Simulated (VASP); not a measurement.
# SnSe (P4/nmm) in VASP: settings compared, part 2 of 2

VASP 6.6.1. The steps go on from the part before.

## 3. Single point, PBE

This run uses another cell than the first one, of 26.67 Å³/atom.

Contents of INCAR:

```
SYSTEM = SnSe
PREC     = Accurate       ! precision mode
ENCUT    = 520            ! plane-wave cutoff, eV
EDIFF    = 1E-6           ! SCF threshold, eV
ISMEAR   = -1             ! smearing method
SIGMA    = 0.02           ! smearing width, eV
LREAL    = .False.        ! projectors in reciprocal space
LASPH    = .True.         ! aspherical terms in the spheres
NELM     = 80             ! most SCF steps
ALGO     = Normal         ! electronic algorithm
ISIF     = 2              ! what is computed and relaxed
LWAVE    = .False.        ! write WAVECAR
LCHARG   = .False.        ! write CHGCAR
GGA      = PE             ! functional
NBANDS   = 28             ! bands
```

Contents of KPOINTS:

```
Automatic mesh
0
Gamma
  6 6 4
  0 0 0
```

Contents of POSCAR:

```
SnSe
1.0
    4.2193387754      0.0000000000      0.0000000000
    0.0000000000      4.2193387754      0.0000000000
    0.0000000000      0.0000000000      5.9930246257
Sn Se
2 2
Direct
    0.5000000000      0.0000000000      0.2500913545
    0.0000000000      0.5000000000      0.7499086455
    0.5000000000      0.0000000000      0.7498973803
    0.0000000000      0.5000000000      0.2501026197
```

Potentials or basis: VASP PAW PBE potentials, release 64 (Sn_d, Se).

Started as:

```console
> cat potpaw_PBE.64/Sn_d/POTCAR potpaw_PBE.64/Se/POTCAR > POTCAR
> mpirun -np 1 vasp_std > vasp.out
```

OUTCAR:

```text
SYSTEM = SnSe
   PREC = Accurate
   ENCUT = 520
   EDIFF = 1E-6
   ISMEAR = -1
   LREAL = .False.
   LASPH = .True.
   NELM = 80
   ISIF = 2
   GGA = PE

 ion  position               nearest neighbor table
   1  0.500  0.000  0.250-   4 2.98   4 2.98   4 2.98   4 2.98   3 3.00   3 3.00
   2  0.000  0.500  0.750-   3 2.98   3 2.98   3 2.98   3 2.98   4 3.00   4 3.00
   3  0.500  0.000  0.750-   2 2.98   2 2.98   2 2.98   2 2.98   1 3.00   1 3.00
   4  0.000  0.500  0.250-   1 2.98   1 2.98   1 2.98   1 2.98   2 3.00   2 3.00

  LATTYP: Found a simple tetragonal cell.
 ALAT       =     4.2193387754
 C/A-ratio  =     1.4203705710

  Lattice vectors:

 A1 = (   4.2193387754,   0.0000000000,   0.0000000000)
 A2 = (   0.0000000000,   4.2193387754,   0.0000000000)
 A3 = (   0.0000000000,   0.0000000000,   5.9930246257)

Analysis of symmetry for initial positions (statically):
=====================================================================
 Subroutine PRICEL returns:
 Original cell was already a primitive cell.

 Routine SETGRP: Setting up the symmetry group for a
 simple tetragonal supercell.

 Subroutine GETGRP returns: Found 16 space group operations
 (whereof  8 operations were pure point group operations)
 out of a pool of 16 trial point group operations.

The static configuration has the point symmetry D_2d.
 The point group associated with its full space group is D_4h.

Analysis of symmetry for dynamics (positions and initial velocities):
=====================================================================
 Subroutine PRICEL returns:
 Original cell was already a primitive cell.

 Routine SETGRP: Setting up the symmetry group for a
 simple tetragonal supercell.

 Subroutine GETGRP returns: Found 16 space group operations
 (whereof  8 operations were pure point group operations)
 out of a pool of 16 trial point group operations.

The dynamic configuration has the point symmetry D_2d.
 The point group associated with its full space group is D_4h.

 Subroutine INISYM returns: Found 16 space group operations
 (whereof  8 operations are pure point group operations),
 and found     1 'primitive' translations

----------------------------------------------------------------------------------------

                                     Primitive cell

  volume of cell :     106.6927

  direct lattice vectors                    reciprocal lattice vectors
     4.219338775  0.000000000  0.000000000     0.237003960  0.000000000  0.000000000
     0.000000000  4.219338775  0.000000000     0.000000000  0.237003960  0.000000000
     0.000000000  0.000000000  5.993024626     0.000000000  0.000000000  0.166860653

  length of vectors
     4.219338775  4.219338775  5.993024626     0.237003960  0.237003960  0.166860653

  position of ions in fractional coordinates (direct lattice)
     0.500000000  0.000000000  0.250091355
     0.000000000  0.500000000  0.749908645
     0.500000000  0.000000000  0.749897380
     0.000000000  0.500000000  0.250102620

  ion indices of the primitive-cell ions
   primitive index   ion index
                 1           1
                 2           2
                 3           3
                 4           4

----------------------------------------------------------------------------------------

 KPOINTS: Automatic mesh

Automatic generation of k-mesh.
[... 24 lines left out ...]
  0.166667  0.000000  0.000000      4.000000
  0.333333  0.000000  0.000000      4.000000
  0.500000  0.000000  0.000000      2.000000
  0.166667  0.166667  0.000000      4.000000
  0.333333  0.166667  0.000000      8.000000
[... 16 lines left out ...]
  0.333333  0.000000  0.500000      4.000000
  0.500000  0.000000  0.500000      2.000000
 [... further k-points ...]
   k-points           NKPTS =     30   k-points in BZ     NKDIM =     30   number of bands    NBANDS=     28
   number of dos      NEDOS =    301   number of ions     NIONS =      4
   total plane-waves  NPLWV =  49152
   dimension x,y,z NGX =    32 NGY =   32 NGZ =   48
   dimension x,y,z NGXF=    64 NGYF=   64 NGZF=   96
   ions per type =               2   2
   NGX,Y,Z   is equivalent  to a cutoff of  12.61, 12.61, 13.32 a.u.
   NGXF,Y,Z  is equivalent  to a cutoff of  25.22, 25.22, 26.63 a.u.
 SYSTEM =  SnSe
   PREC   = accura    normal or accurate (medium, high low for compatibility)
   ISTART =      0    job   : 0-new  1-cont  2-samecut
   ICHARG =      2    charge: 1-file 2-atom 10-const
   ISPIN  =      1    spin polarized calculation?
   LNONCOLLINEAR =      F non collinear calculations
   LSORBIT =      F    spin-orbit coupling
   LASPH  =      T    aspherical Exc in radial PAW
   ENCUT  =  520.0 eV  38.22 Ry    6.18 a.u.   7.85  7.85 11.14*2*pi/ulx,y,z
   NELM   =     80;   NELMIN=  2; NELMDL= -5     # of ELM steps
   EDIFF  = 0.1E-05   stopping-criterion for ELM
   LREAL  =      F    real-space projection
   EDIFFG = 0.1E-04   stopping-criterion for IOM
   NSW    =      0    number of steps for IOM
   IBRION =     -1    ionic relax: 0-MD 1-quasi-New 2-CG
   NFREE  =      0    steps in history (QN), initial steepest desc. (CG)
   ISIF   =      2    stress and relaxation
   ISYM   =      2    0-nonsym 1-usesym 2-fastsym
   POTIM  = 0.5000    time-step for ionic-motion
   TEBEG  =    0.0;   TEEND  =   0.0 temperature during run
   PSTRESS=    0.0 pullay stress
   NELECT =      40.0000    total number of electrons
   NUPDOWN=      -1.0000    fix difference up-down
   EMIN   =  10.00;   EMAX   =-10.00  energy-range for DOS
   EFERMI =   0.00;   METHOD = LEGACY
   ISMEAR =    -1;   SIGMA  =   0.02  broadening in eV -4-tet -1-fermi 0-gaus
   EFERMI_NEDOS =   21; number of points for ismear=-14 and -15
   IALGO  =     38    algorithm
   IMIX   =      4    mixing-type and parameters
     AMIX     =   0.40;   BMIX     =  1.00
     AMIX_MAG =   1.60;   BMIX_MAG =  1.00
  volume/ion in A,a.u.               =      26.67       180.00
  Fermi-wavevector in a.u.,A,eV,Ry     =   1.180456  2.230739 18.959403  1.393477
  Thomas-Fermi vector in A             =   2.316748
   LORBIT       =      0    0 simple, 1 ext, 2 COOP (PROOUT), +10 PAW based schemes
   GGA     = PE    functional components
   LHFCALC =     F    Hartree Fock is set to
   AEXX    =    0.0000 exact exchange contribution
   IVDW    =     0    specifies the selected vdW correction
   LEPSILON=     F    determine dielectric tensor
   LRPA    =     F    only Hartree local field effects (RPA)
 non-spin polarized calculation
  energy-cutoff  :      520.00
  volume of cell :      106.69
 maximum number of plane-waves:      2916
 NGX is ok and might be reduce to    32
   NGX = 15   NGY = 15   NGZ = 23

 number of electron      40.0000002 magnetization

 Free energy of the ion-electron system (eV)
  ---------------------------------------------------
  ext. energy  EPLUGINS =         0.00000000
  ---------------------------------------------------
  free energy    TOTEN  =       -16.41345826 eV

  energy without entropy =      -16.41345826  energy(sigma->0) =      -16.41345826

 E-fermi :   6.1494     XC(G=0):  -9.7032

 val. band max:        5.8142576340   @ k =   0.5000   0.0000   0.5000
 cond. band min:       6.4939544611   @ k =   0.5000   0.0000   0.5000
 fundamental gap:      0.6796968271
 Fermi energy:         6.1493617110

 k-point     1 :       0.0000    0.0000    0.0000
  band No.  band energies     occupation
      1     -15.7991      2.00000
      2     -15.7689      2.00000
      3     -15.7676      2.00000
      4     -15.7670      2.00000
      5     -15.7670      2.00000
      6     -15.7619      2.00000
[... 733 lines left out ...]
     27      14.1395      0.00000
     28      14.1395      0.00000

 [... further k-points ...]

------------------------ aborting loop because EDIFF is reached ----------------------------------------

  FORCE on cell =-STRESS in cart. coord.  units (eV):
  Direction    XX          YY          ZZ          XY          YZ          ZX
  --------------------------------------------------------------------------------------
  -------------------------------------------------------------------------------------
  Total        1.3163156      1.3163156      1.3521398      0.0000000      0.0000000      0.0000000
  in kB       19.7667720     19.7667720     20.3047352      0.0000000      0.0000000      0.0000000
  external PRESSURE =      19.9460930 kB  Pullay stress =       0.0000000 kB

 VOLUME and BASIS-vectors are now :
 -----------------------------------------------------------------------------
  energy-cutoff  :      520.00
  volume of cell :      106.69
      direct lattice vectors                 reciprocal lattice vectors
     4.219338775  0.000000000  0.000000000     0.237003960  0.000000000  0.000000000
     0.000000000  4.219338775  0.000000000     0.000000000  0.237003960  0.000000000
     0.000000000  0.000000000  5.993024626     0.000000000  0.000000000  0.166860653

 POSITION                                       TOTAL-FORCE (eV/Angst)
 -----------------------------------------------------------------------------------
      2.10967      0.00000      1.49880        -0.000000     -0.000000     -0.000749
      0.00000      2.10967      4.49422         0.000000     -0.000000      0.000749
      2.10967      0.00000      4.49415        -0.000000     -0.000000      0.001245
      0.00000      2.10967      1.49887         0.000000      0.000000     -0.001245
 -----------------------------------------------------------------------------------
    total drift:                                0.000000      0.000000      0.000000

  FREE ENERGIE OF THE ION-ELECTRON SYSTEM (eV)
  ---------------------------------------------------
  free  energy   TOTEN  =       -16.4134582577 eV

  energy  without entropy=      -16.4134582556  energy(sigma->0) =      -16.41345826
```

It took 44 s on 1 thread of AMD EPYC 9R45 (Zen 5), shared host; peak memory 0.21 GiB.

Results:

```
Free energy            : -16.4135 eV
Pressure               : 2.0 GPa
Band gap on the k mesh : 0.68 eV
```

Levels at points of the mesh, in eV from the valence-band top:
| k point | band 16 | band 17 | band 18 | band 19 | band 20 | band 21 | band 22 | band 23 | band 24 | band 25 |
| --- | --- | --- | --- | --- | --- | --- | --- | --- | --- | --- |
| (0.00, 0.00, 0.00) | -3.72 | -3.72 | -2.25 | -2.25 | -2.21 | 2.98 | 4.35 | 4.46 | 4.46 | 5.51 |
| (0.50, 0.00, 0.00) | -4.06 | -2.12 | -2.12 | -0.55 | -0.55 | 1.26 | 1.26 | 1.77 | 1.77 | 4.27 |
| (0.50, 0.50, 0.00) | -5.61 | -3.75 | -3.75 | -3.71 | -3.71 | 2.96 | 2.96 | 5.43 | 5.43 | 5.54 |
| (0.00, 0.00, 0.50) | -3.06 | -3.06 | -3.06 | -1.73 | -1.72 | 2.18 | 2.19 | 3.89 | 3.90 | 4.59 |
| (0.50, 0.00, 0.50) | -1.99 | -1.99 | -1.99 | 0.00 | 0.00 | 0.68 | 0.68 | 1.25 | 1.25 | 1.27 |
| (0.50, 0.50, 0.50) | -4.83 | -4.83 | -4.83 | -0.81 | -0.81 | 1.51 | 1.51 | 4.84 | 4.84 | 4.84 |

Caveat: spin-orbit coupling is left out, which moves the levels of the heavy elements.

## 4. Single point, LDA

This run uses another cell than the first one, of 26.67 Å³/atom.

Contents of INCAR:

```
PREC     = Accurate       # precision mode
ENCUT    = 520            # plane-wave cutoff, eV
EDIFF    = 1E-7           # SCF threshold, eV
ISMEAR   = 0              # smearing method
SIGMA    = 0.01           # smearing width, eV
LREAL    = F              # projectors in reciprocal space
LASPH    = T              # aspherical terms in the spheres
NELM     = 60             # most SCF steps
ALGO     = Normal         # electronic algorithm
ISIF     = 2              # what is computed and relaxed
LWAVE    = F              # write WAVECAR
LCHARG   = F              # write CHGCAR
GGA      = CA             # functional
NBANDS   = 28             # bands
```

Contents of KPOINTS:

```
Automatic mesh
0
Gamma
  6 6 4
```

POSCAR is that of step 3.

Potentials or basis: VASP PAW LDA potentials, release 64 (Sn_d, Se).

Started as:

```console
> cat potpaw_LDA.64/Sn_d/POTCAR potpaw_LDA.64/Se/POTCAR > POTCAR
> mpirun -np 1 vasp_std > vasp.out
```

OUTCAR:

```text
PREC = Accurate
   ENCUT = 520
   EDIFF = 1E-7
   ISMEAR = 0
   LREAL = F
   LASPH = T
   NELM = 60
   ISIF = 2
   GGA = CA

 ion  position               nearest neighbor table
   1  0.500  0.000  0.250-   4 2.98   4 2.98   4 2.98   4 2.98   3 3.00   3 3.00
   2  0.000  0.500  0.750-   3 2.98   3 2.98   3 2.98   3 2.98   4 3.00   4 3.00
   3  0.500  0.000  0.750-   2 2.98   2 2.98   2 2.98   2 2.98   1 3.00   1 3.00
   4  0.000  0.500  0.250-   1 2.98   1 2.98   1 2.98   1 2.98   2 3.00   2 3.00

  LATTYP: Found a simple tetragonal cell.
 ALAT       =     4.2193387754
 C/A-ratio  =     1.4203705710

  Lattice vectors:

 A1 = (   4.2193387754,   0.0000000000,   0.0000000000)
 A2 = (   0.0000000000,   4.2193387754,   0.0000000000)
 A3 = (   0.0000000000,   0.0000000000,   5.9930246257)

Analysis of symmetry for initial positions (statically):
=====================================================================
 Subroutine PRICEL returns:
 Original cell was already a primitive cell.

 Routine SETGRP: Setting up the symmetry group for a
[... 172 lines left out ...]

  energy without entropy =      -18.99020868  energy(sigma->0) =      -18.99020868

 E-fermi :   5.6168     XC(G=0):  -9.9821

 val. band max:        5.5618925400   @ k =   0.5000   0.0000   0.5000
 cond. band min:       6.2845004250   @ k =   0.5000   0.0000   0.5000
 fundamental gap:      0.7226078850
 Fermi energy:         5.6168351465

 k-point     1 :       0.0000    0.0000    0.0000
  band No.  band energies     occupation
      1     -15.8538      2.00000
      2     -15.8215      2.00000
      3     -15.8191      2.00000
      4     -15.8167      2.00000
      5     -15.8167      2.00000
      6     -15.8149      2.00000
[... 733 lines left out ...]
     27      13.8908      0.00000
     28      13.8908      0.00000

 [... further k-points ...]

------------------------ aborting loop because EDIFF is reached ----------------------------------------

  FORCE on cell =-STRESS in cart. coord.  units (eV):
  Direction    XX          YY          ZZ          XY          YZ          ZX
  --------------------------------------------------------------------------------------
  -------------------------------------------------------------------------------------
  Total       -1.6077649     -1.6077649     -1.5143482      0.0000000      0.0000000      0.0000000
  in kB      -24.1433904    -24.1433904    -22.7405764      0.0000000      0.0000000      0.0000000
  external PRESSURE =     -23.6757858 kB  Pullay stress =       0.0000000 kB

 VOLUME and BASIS-vectors are now :
 -----------------------------------------------------------------------------
  energy-cutoff  :      520.00
  volume of cell :      106.69
      direct lattice vectors                 reciprocal lattice vectors
     4.219338775  0.000000000  0.000000000     0.237003960  0.000000000  0.000000000
     0.000000000  4.219338775  0.000000000     0.000000000  0.237003960  0.000000000
     0.000000000  0.000000000  5.993024626     0.000000000  0.000000000  0.166860653

 POSITION                                       TOTAL-FORCE (eV/Angst)
 -----------------------------------------------------------------------------------
      2.10967      0.00000      1.49880         0.000000      0.000000     -0.000235
      0.00000      2.10967      4.49422         0.000000      0.000000      0.000235
      2.10967      0.00000      4.49415         0.000000     -0.000000      0.000786
      0.00000      2.10967      1.49887         0.000000      0.000000     -0.000786
 -----------------------------------------------------------------------------------
    total drift:                                0.000000      0.000000      0.000000

  FREE ENERGIE OF THE ION-ELECTRON SYSTEM (eV)
  ---------------------------------------------------
  free  energy   TOTEN  =       -18.9902086797 eV

  energy  without entropy=      -18.9902086797  energy(sigma->0) =      -18.99020868
```

stdout:

```text
POSCAR found type information on POSCAR SnSe
 POSCAR found :  2 types and       4 ions
 scaLAPACK will be used
 LDA part: xc-table for (Slater(with rela. corr.)+CA(PZ))
 , standard interpolation
 POSCAR, INCAR and KPOINTS ok, starting setup
 FFT: planning ... GRIDC
 FFT: planning ... GRID_SOFT
 FFT: planning ... GRID
 WAVECAR not read
 entering main loop
```

Wall time 40 s (1 thread of AMD EPYC 9R45 (Zen 5), shared host); peak memory 0.19 GiB.

Results:

| Item | Value |
| --- | --- |
| Free energy | -18.9902 eV |
| Pressure | -2.4 GPa |
| Band gap on the k mesh | 0.72 eV |

Levels at points of the mesh, in eV from the valence-band top:
```
           k point  band 17  band 18  band 19  band 20  band 21  band 22  band 23  band 24
(0.00, 0.00, 0.00)    -3.61    -2.14    -2.14    -2.09     3.04     4.34     4.45     4.45
(0.50, 0.00, 0.00)    -1.99    -1.99    -0.50    -0.50     1.28     1.28     1.80     1.80
(0.50, 0.50, 0.00)    -3.65    -3.65    -3.60    -3.60     3.02     3.02     5.43     5.43
(0.00, 0.00, 0.50)    -2.95    -2.95    -1.66    -1.66     2.21     2.21     3.96     3.96
(0.50, 0.00, 0.50)    -1.85    -1.85     0.00     0.00     0.72     0.72     1.27     1.27
(0.50, 0.50, 0.50)    -4.74    -4.74    -0.72    -0.72     1.52     1.52     4.87     4.87
```

Caveat: spin-orbit coupling is left out, which moves the levels of the heavy elements.

## 5. The runs side by side

```csv
level,potentials or basis,cell,smearing,gap on the mesh (eV),pressure (GPa)
PBE+D4,"VASP PAW PBE potentials, release 64 (Sn_d, Se)","a = 4.210, b = 4.210, c = 5.985 Å, 4 atoms",fermi-dirac 0.02 eV,0.71,0.0
PBE,"VASP PAW PBE potentials, release 64 (Sn_d, Se)","a = 4.219, b = 4.219, c = 5.993 Å, 4 atoms",fermi-dirac 0.02 eV,0.68,2.0
LDA,"VASP PAW LDA potentials, release 64 (Sn_d, Se)","a = 4.219, b = 4.219, c = 5.993 Å, 4 atoms",gaussian 0.01 eV,0.72,-2.4
```

Alike in all rows: task single point; no spin polarisation; k mesh 6 × 6 × 4; cutoff (eV) 520.

Caveats: spin-orbit coupling is left out, which moves the levels of the heavy elements.

Absolute energies hang on the potentials; compare differences alone.
